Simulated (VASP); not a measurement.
# WC (Cmmm) in VASP: notebook, part 2 of 2

VASP 6.6.1.

## (3) Single point, PBE

This run uses another cell than the first one, of 14.97 Å³/atom, 1.269 times its volume.

Input file INCAR:

```
  PREC = Accurate
  ENCUT = 520
  EDIFF = 1E-7
  ISMEAR = 0
  SIGMA = 0.011
  LREAL = F
  LASPH = T
  NELM = 80
  ALGO = Normal
  ISIF = 2
  LWAVE = F
  LCHARG = F
  GGA = PE
  NBANDS = 16
```

Input file KPOINTS:

```
regular mesh
0
Gamma
  10 10 6
```

Input file POSCAR:

```
WC
1.0
    1.6403461100     -2.1180379000      0.0000000000
    1.6403461100      2.1180379000      0.0000000000
    0.0000000000      0.0000000000      4.3094211000
W C
1 1
Direct
    0.5000000000      0.5000000000      0.5000000000
    0.0000000000      0.0000000000      0.0000000000
```

Potentials or basis: VASP PAW PBE potentials, release 64 (W_sv, C).

Command:

```sh
$ cat potpaw_PBE.64/W_sv/POTCAR potpaw_PBE.64/C/POTCAR > POTCAR
$ mpirun -np 1 vasp_std > vasp.out
```

OUTCAR:

```text
PREC = Accurate
   ENCUT = 520
   EDIFF = 1E-7
   ISMEAR = 0
   LREAL = F
   LASPH = T
   NELM = 80
   ISIF = 2
   GGA = PE

 ion  position               nearest neighbor table
   1  0.500  0.500  0.500-   2 2.71   2 2.71   2 2.71   2 2.71
   2  0.000  0.000  0.000-   1 2.71   1 2.71   1 2.71   1 2.71

  LATTYP: Found a base centered orthorhombic cell.
 ALAT       =     3.2806922200
 B/A-ratio  =     1.2912140231
 C/A-ratio  =     1.3135706769

  Lattice vectors:

 A1 = (   1.6403461100,  -2.1180379000,   0.0000000000)
[... 626 lines left out ...]
      4     -31.8339      2.00000
      5      -1.3334      2.00000
      6       3.2630      2.00000
[... 8 lines left out ...]
     15      18.1534      0.00000
     16      18.5210      0.00000

 [... further k-points ...]
[... 5 lines left out ...]
  --------------------------------------------------------------------------------------
  -------------------------------------------------------------------------------------
  Total       -6.5174739     -0.3606330    -10.9773927      0.0000000      0.0000000      0.0000000
  in kB     -348.7158882    -19.2955830   -587.3427767      0.0000000      0.0000000      0.0000000
  external PRESSURE =    -318.4514159 kB  Pullay stress =       0.0000000 kB

 VOLUME and BASIS-vectors are now :
 -----------------------------------------------------------------------------
  energy-cutoff  :      520.00
  volume of cell :       29.94
      direct lattice vectors                 reciprocal lattice vectors
     1.640346110 -2.118037900  0.000000000     0.304813720 -0.236067542  0.000000000
     1.640346110  2.118037900  0.000000000     0.304813720  0.236067542  0.000000000
     0.000000000  0.000000000  4.309421100     0.000000000  0.000000000  0.232049729

 POSITION                                       TOTAL-FORCE (eV/Angst)
 -----------------------------------------------------------------------------------
      1.64035      0.00000      2.15471         0.000000      0.000000      0.000000
      0.00000      0.00000      0.00000        -0.000000     -0.000000      0.000000
 -----------------------------------------------------------------------------------
    total drift:                                0.000000      0.000000      0.000000

  FREE ENERGIE OF THE ION-ELECTRON SYSTEM (eV)
  ---------------------------------------------------
  free  energy   TOTEN  =       -16.6999203227 eV

  energy  without entropy=      -16.6998188354  energy(sigma->0) =      -16.69986958
```

stdout:

```text
POSCAR found type information on POSCAR W C
 POSCAR found :  2 types and       2 ions
 scaLAPACK will be used
 LDA part: xc-table for (Slater+PW92), standard interpolation
 POSCAR, INCAR and KPOINTS ok, starting setup
 FFT: planning ... GRIDC
 FFT: planning ... GRID_SOFT
 FFT: planning ... GRID
 WAVECAR not read
 entering main loop
```

Run time: 35 s. Hardware: 1 thread of Intel Xeon Platinum 8488C (Sapphire Rapids), shared host; peak memory 0.18 GiB.

Results:

- Free energy: -16.6999 eV
- Pressure: -31.8 GPa
- Band gap on the k mesh: zero (band 9 reaches 8.95 eV, above the bottom of band 10 at 4.87 eV)

Caveat: spin-orbit coupling is left out, which moves the levels of the heavy elements.

## (4) Single point, PBE

This run uses another cell than the first one, of 14.97 Å³/atom, 1.269 times its volume.

Input file INCAR:

```
SYSTEM = WC
PREC = Accurate
ENCUT = 520
EDIFF = 1E-7
ISMEAR = -1
SIGMA = 0.05
LREAL = .FALSE.
LASPH = .TRUE.
NELM = 60
ALGO = Normal
ISIF = 2
LWAVE = .FALSE.
LCHARG = .TRUE.
GGA = PE
LELF = .TRUE.
LVHAR = .TRUE.
NBANDS = 16
```

Input file KPOINTS:

```
Automatic mesh
0
G
  10 10 6
  0 0 0
```

POSCAR is that of step 3.

Command:

```sh
$ cat potpaw_PBE.64/W_sv/POTCAR potpaw_PBE.64/C/POTCAR > POTCAR
$ mpirun -np 1 vasp_std > vasp.out
```

Wall time 42 s (1 thread of Intel Xeon Platinum 8488C (Sapphire Rapids), shared host); peak memory 0.18 GiB.

It converged, with:

| Quantity | Value |
| --- | --- |
| Free energy | -16.7074 eV |
| Pressure | -32.0 GPa |
| Band gap on the k mesh | zero (band 9 reaches 8.95 eV, above the bottom of band 10 at 4.88 eV) |

Stress tensor (GPa, compression positive):
```
-35.03   0.00   0.00
  0.00  -2.37   0.00
  0.00   0.00 -58.61
```

Levels at points of the mesh, in eV from the Fermi level:
```tsv
k point	band 5	band 6	band 7	band 8	band 9	band 10	band 11	band 12	band 13	band 14
(0.00, 0.00, 0.00)	-12.29	-5.59	-3.40	-3.20	1.82	2.07	2.11	2.67	2.72	2.94
(0.50, 0.00, 0.00)	-9.09	-5.83	-4.80	-3.69	1.86	1.88	2.59	3.50	4.34	4.66
(0.50, 0.50, 0.00)	-8.28	-3.73	-3.30	-2.60	-0.89	-0.73	-0.19	1.00	6.07	6.84
(0.00, 0.00, 0.50)	-11.33	-7.94	-3.37	-2.67	0.21	2.05	2.60	3.67	4.41	6.14
(0.50, 0.00, 0.50)	-9.63	-4.48	-3.93	-2.48	-0.67	0.22	2.22	2.37	2.62	6.43
(0.50, 0.50, 0.50)	-7.37	-5.68	-5.01	-2.87	0.22	1.08	2.66	3.63	4.16	6.07
```

Caveat: spin-orbit coupling is left out, which moves the levels of the heavy elements.

## (5) Single point, LDA

This run uses another cell than the first one, of 14.97 Å³/atom, 1.269 times its volume.

Input file INCAR:

```
SYSTEM = WC
PREC     = Accurate       ! precision mode
ENCUT    = 520            ! plane-wave cutoff, eV
EDIFF    = 1E-6           ! SCF threshold, eV
ISMEAR   = -1             ! smearing method
SIGMA    = 0.05           ! smearing width, eV
LREAL    = .False.        ! projectors in reciprocal space
LASPH    = .True.         ! aspherical terms in the spheres
NELM     = 80             ! most SCF steps
ALGO     = Normal         ! electronic algorithm
ISIF     = 2              ! what is computed and relaxed
LWAVE    = .False.        ! write WAVECAR
LCHARG   = .False.        ! write CHGCAR
GGA      = CA             ! functional
NBANDS   = 16             ! bands
```

Input file KPOINTS:

```
regular mesh
0
Gamma
  10 10 6
  0 0 0
```

POSCAR is that of step 4.

Potentials or basis: VASP PAW LDA potentials, release 64 (W_sv, C).

Command:

```sh
$ cat potpaw_LDA.64/W_sv/POTCAR potpaw_LDA.64/C/POTCAR > POTCAR
$ mpirun -np 1 vasp_std > vasp.out
```

Run time: 29 s. Hardware: 1 thread of Intel Xeon Platinum 8488C (Sapphire Rapids), shared host; peak memory 0.17 GiB.

It converged, with:

| Quantity | Value |
| --- | --- |
| Free energy | -18.3659 eV |
| Pressure | -40.7 GPa |
| Band gap on the k mesh | zero (band 9 reaches 8.77 eV, above the bottom of band 10 at 4.70 eV) |

Stress tensor (GPa, compression positive):
```
-43.89   0.00   0.00
  0.00 -12.21   0.00
  0.00   0.00 -65.89
```

Levels at points of the mesh, in eV from the Fermi level:
```
           k point  band 6  band 7  band 8  band 9  band 10  band 11  band 12  band 13
(0.00, 0.00, 0.00)   -5.54   -3.41   -3.18    1.76     2.07     2.12     2.62     2.67
(0.50, 0.00, 0.00)   -5.84   -4.82   -3.71    1.81     1.84     2.54     3.62     4.30
(0.50, 0.50, 0.00)   -3.71   -3.31   -2.64   -0.89    -0.79    -0.19     0.97     6.08
(0.00, 0.00, 0.50)   -7.90   -3.38   -2.69    0.18     2.00     2.54     3.62     4.38
(0.50, 0.00, 0.50)   -4.47   -3.94   -2.44   -0.65     0.16     2.15     2.32     2.59
(0.50, 0.50, 0.50)   -5.69   -5.04   -2.89    0.17     1.03     2.62     3.60     4.23
```

Caveat: spin-orbit coupling is left out, which moves the levels of the heavy elements.

## (6) The runs side by side

| level | potentials or basis | cell | smearing | gap on the mesh (eV) | pressure (GPa) |
| --- | --- | --- | --- | --- | --- |
| PBE | VASP PAW PBE potentials, release 64 (W_sv, C) | a = 3.037, b = 3.037, c = 3.015 Å, angles 90.0, 90.0, 122.0°, 2 atoms | fermi-dirac 0.05 eV | none | 0.6 |
| PBE | VASP PAW PBE potentials, release 64 (W_sv, C) | a = 2.679, b = 2.679, c = 4.309 Å, angles 90.0, 90.0, 104.5°, 2 atoms | gaussian 0.011 eV | none | -31.8 |
| PBE | VASP PAW PBE potentials, release 64 (W_sv, C) | a = 2.679, b = 2.679, c = 4.309 Å, angles 90.0, 90.0, 104.5°, 2 atoms | fermi-dirac 0.05 eV | none | -32.0 |
| LDA | VASP PAW LDA potentials, release 64 (W_sv, C) | a = 2.679, b = 2.679, c = 4.309 Å, angles 90.0, 90.0, 104.5°, 2 atoms | fermi-dirac 0.05 eV | none | -40.7 |

Alike in all rows: task single point; no spin polarisation; k mesh 10 × 10 × 6; cutoff (eV) 520.

Caveats: spin-orbit coupling is left out, which moves the levels of the heavy elements.

Total energies depend on the potentials used, so only differences within one code and one set of settings carry meaning.
